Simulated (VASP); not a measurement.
# K (Im-3m) in VASP: relaxation of cell and atoms with PBE

Aim: the relaxation of cell and atoms of K with PBE.

Everything below comes from runs of VASP 6.6.1. Logs are shortened: lines on timing, memory, paths and dates and some standing lists are left out, and cuts for length are marked.

## (1) The cell of the first run

It takes space group Im-3m (No. 229, cubic). The conventional cell has a = 5.395 Å, b = 5.395 Å, c = 5.395 Å, α = 90.00°, β = 90.00°, γ = 90.00°.

## (2) Relaxation of cell and atoms, PBE

The input, INCAR:

```
PREC = Accurate
ENCUT = 600
EDIFF = 1E-6
ISMEAR = 0
SIGMA = 0.1
LREAL = False
LASPH = True
NELM = 80
ALGO = Normal
ISIF = 3
LWAVE = False
LCHARG = False
GGA = PE
IBRION = 2
NSW = 100
EDIFFG = -0.005
```

The input, KPOINTS:

```
regular mesh
0
Gamma
  12 12 12
```

The input, POSCAR:

```
K
1.0
   -2.6975585200      2.6975585200      2.6975585200
    2.6975585200     -2.6975585200      2.6975585200
    2.6975585200      2.6975585200     -2.6975585200
K
1
Direct
    0.0000000000      0.0000000000      0.0000000000
```

Potentials or basis: VASP PAW PBE potentials, release 64 (K_sv).

Started as:

```sh
$ cat potpaw_PBE.64/K_sv/POTCAR > POTCAR
$ mpirun -np 1 vasp_std > vasp.out
```

OUTCAR:

```text
PREC = Accurate
   ENCUT = 600
   EDIFF = 1E-6
   ISMEAR = 0
   LREAL = False
   LASPH = True
   NELM = 80
   ISIF = 3
   GGA = PE
   IBRION = 2
   NSW = 100
   EDIFFG = -0.005

 ion  position               nearest neighbor table
   1  0.000  0.000  0.000-

  LATTYP: Found a body centered cubic cell.
 ALAT       =     5.3951170400

  Lattice vectors:

 A1 = (  -2.6975585200,   2.6975585200,   2.6975585200)
 A2 = (   2.6975585200,  -2.6975585200,   2.6975585200)
 A3 = (   2.6975585200,   2.6975585200,  -2.6975585200)

Analysis of symmetry for initial positions (statically):
=====================================================================
 Subroutine PRICEL returns:
 Original cell was already a primitive cell.

 Routine SETGRP: Setting up the symmetry group for a
 body centered cubic supercell.

 Subroutine GETGRP returns: Found 48 space group operations
 (whereof 48 operations were pure point group operations)
 out of a pool of 48 trial point group operations.

The static configuration has the point symmetry O_h .

Analysis of symmetry for dynamics (positions and initial velocities):
=====================================================================
 Subroutine PRICEL returns:
 Original cell was already a primitive cell.

 Routine SETGRP: Setting up the symmetry group for a
 body centered cubic supercell.

 Subroutine GETGRP returns: Found 48 space group operations
 (whereof 48 operations were pure point group operations)
 out of a pool of 48 trial point group operations.

The dynamic configuration has the point symmetry O_h .

 Subroutine INISYM returns: Found 48 space group operations
 (whereof 48 operations are pure point group operations),
 and found     1 'primitive' translations

----------------------------------------------------------------------------------------

                                     Primitive cell

  volume of cell :      78.5186

  direct lattice vectors                    reciprocal lattice vectors
    -2.697558520  2.697558520  2.697558520     0.000000000  0.185352791  0.185352791
     2.697558520 -2.697558520  2.697558520     0.185352791  0.000000000  0.185352791
     2.697558520  2.697558520 -2.697558520     0.185352791  0.185352791  0.000000000

[... 87 lines left out ...]
   ISIF   =      3    stress and relaxation
   ISYM   =      2    0-nonsym 1-usesym 2-fastsym
   POTIM  = 0.5000    time-step for ionic-motion
   TEBEG  =    0.0;   TEEND  =   0.0 temperature during run
   PSTRESS=    0.0 pullay stress
   NELECT =       9.0000    total number of electrons
   NUPDOWN=      -1.0000    fix difference up-down
   EMIN   =  10.00;   EMAX   =-10.00  energy-range for DOS
   EFERMI =   0.00;   METHOD = LEGACY
   ISMEAR =     0;   SIGMA  =   0.10  broadening in eV -4-tet -1-fermi 0-gaus
   EFERMI_NEDOS =   21; number of points for ismear=-14 and -15
   IALGO  =     38    algorithm
   IMIX   =      4    mixing-type and parameters
     AMIX     =   0.40;   BMIX     =  1.00
     AMIX_MAG =   1.60;   BMIX_MAG =  1.00
  volume/ion in A,a.u.               =      78.52       529.87
  Fermi-wavevector in a.u.,A,eV,Ry     =   0.795240  1.502785  8.604411  0.632406
  Thomas-Fermi vector in A             =   1.901529
   LORBIT       =      0    0 simple, 1 ext, 2 COOP (PROOUT), +10 PAW based schemes
   GGA     = PE    functional components
   LHFCALC =     F    Hartree Fock is set to
   AEXX    =    0.0000 exact exchange contribution
   IVDW    =     0    specifies the selected vdW correction
   LEPSILON=     F    determine dielectric tensor
   LRPA    =     F    only Hartree local field effects (RPA)
 conjugate gradient relaxation of ions
 non-spin polarized calculation
 Gauss-broadening in eV      SIGMA  =   0.10
  energy-cutoff  :      600.00
  volume of cell :       78.52
 maximum number of plane-waves:      2659
 NGX is ok and might be reduce to    40
   NGX = 19   NGY = 19   NGZ = 19

--------------------------------------- Ionic step        1  -------------------------------------------

 number of electron       9.0000001 magnetization

 Free energy of the ion-electron system (eV)
  ---------------------------------------------------
  ext. energy  EPLUGINS =         0.00000000
  ---------------------------------------------------
  free energy    TOTEN  =        -1.04545214 eV

  energy without entropy =       -1.04044650  energy(sigma->0) =       -1.04294932

------------------------ aborting loop because EDIFF is reached ----------------------------------------

  FORCE on cell =-STRESS in cart. coord.  units (eV):
  Direction    XX          YY          ZZ          XY          YZ          ZX
  --------------------------------------------------------------------------------------
  -------------------------------------------------------------------------------------
  Total       -0.0969415     -0.0969415     -0.0969415     -0.0000000     -0.0000000      0.0000000
  in kB       -1.9780975     -1.9780975     -1.9780975     -0.0000000     -0.0000000      0.0000000
  external PRESSURE =      -1.9780975 kB  Pullay stress =       0.0000000 kB
[... 162 lines left out ...]
--------------------------------------- Ionic step        6  -------------------------------------------

 number of electron       8.9999999 magnetization

 Free energy of the ion-electron system (eV)
  ---------------------------------------------------
  ext. energy  EPLUGINS =         0.00000000
  ---------------------------------------------------
  free energy    TOTEN  =        -1.04853125 eV

  energy without entropy =       -1.04362211  energy(sigma->0) =       -1.04607668

 E-fermi :  -0.1365     XC(G=0):  -5.6465

 val. band max:       -0.1577619891   @ k =   0.2500   0.2500   0.0000
 cond. band min:      -0.0919538897   @ k =   0.3333   0.1667  -0.0000
 fundamental gap:      0.0658080994
 Fermi energy:        -0.1364875004

 k-point     1 :       0.0000    0.0000    0.0000
  band No.  band energies     occupation
      1     -32.2578      2.00000
      2     -15.7079      2.00000
      3     -15.7079      2.00000
      4     -15.7079      2.00000
      5      -2.2782      2.00000
      6       4.1673      0.00000
      7       4.1673      0.00000
      8       4.1673      0.00000
[... 243 lines left out ...]
 k-point    24 :       0.4167    0.0833    0.0833
  band No.  band energies     occupation
      1     -32.2537      2.00000
      2     -15.7701      2.00000
      3     -15.7330      2.00000
      4     -15.7120      2.00000
      5       0.4959      0.00000
      6       0.6469      0.00000
      7       2.6490      0.00000
      8       4.4642      0.00000

 [... further k-points ...]
[... 5 lines left out ...]
  --------------------------------------------------------------------------------------
  -------------------------------------------------------------------------------------
  Total        0.0031562      0.0031562      0.0031562     -0.0000000     -0.0000000      0.0000000
  in kB        0.0686055      0.0686055      0.0686055     -0.0000000     -0.0000000      0.0000000
  external PRESSURE =       0.0686055 kB  Pullay stress =       0.0000000 kB
[... 16 lines left out ...]
  FREE ENERGIE OF THE ION-ELECTRON SYSTEM (eV)
  ---------------------------------------------------
  free  energy   TOTEN  =        -1.0485312548 eV

  energy  without entropy=       -1.0436221115  energy(sigma->0) =       -1.04607668

 reached required accuracy - stopping structural energy minimisation
```

CONTCAR:

```text
K
   1.00000000000000
    -2.6413053765721508    2.6413053765721508    2.6413053765721508
     2.6413053765721508   -2.6413053765721508    2.6413053765721508
     2.6413053765721508    2.6413053765721508   -2.6413053765721508
  K
     1
Direct
     1.0000000000000000    1.0000000000000000    0.0000000000000000

  0.00000000E+00  0.00000000E+00  0.00000000E+00
```

Run time: 5 min. Hardware: 1 thread of Oxide Virtual Turin-like, shared host; peak memory 0.25 GiB.

Results:

```
Free energy                            : -1.0485 eV
Relaxed volume                         : 73.71 Å³/atom
Relaxed cell                           : a = 4.575 Å, b = 4.575 Å, c = 4.575 Å, α = 109.47°, β = 109.47°, γ = 109.47°
Space group after relaxing (to 0.05 Å) : Im-3m (No. 229)
Energy gained by relaxing              : 3.1 meV/atom
Ionic steps                            : 6
Pressure after relaxing                : 0.0 GPa
```

The path:
```
step  energy change (eV)  largest force (eV/Å)  pressure (GPa)  volume (Å³)
   1              0.0000                0.0000           -0.20        78.52
   2             -0.0012                0.0000           -0.16        77.42
   3             -0.0026                0.0000           -0.08        75.56
   4             -0.0025                0.0000            0.11        71.91
   5             -0.0031                0.0000           -0.01        73.97
   6             -0.0031                0.0000            0.01        73.71
```

Final structure:
```
K
1.0
    -2.64131    2.64131    2.64131
     2.64131   -2.64131    2.64131
     2.64131    2.64131   -2.64131
K
1
Direct
  0.00000 0.00000 0.00000
```
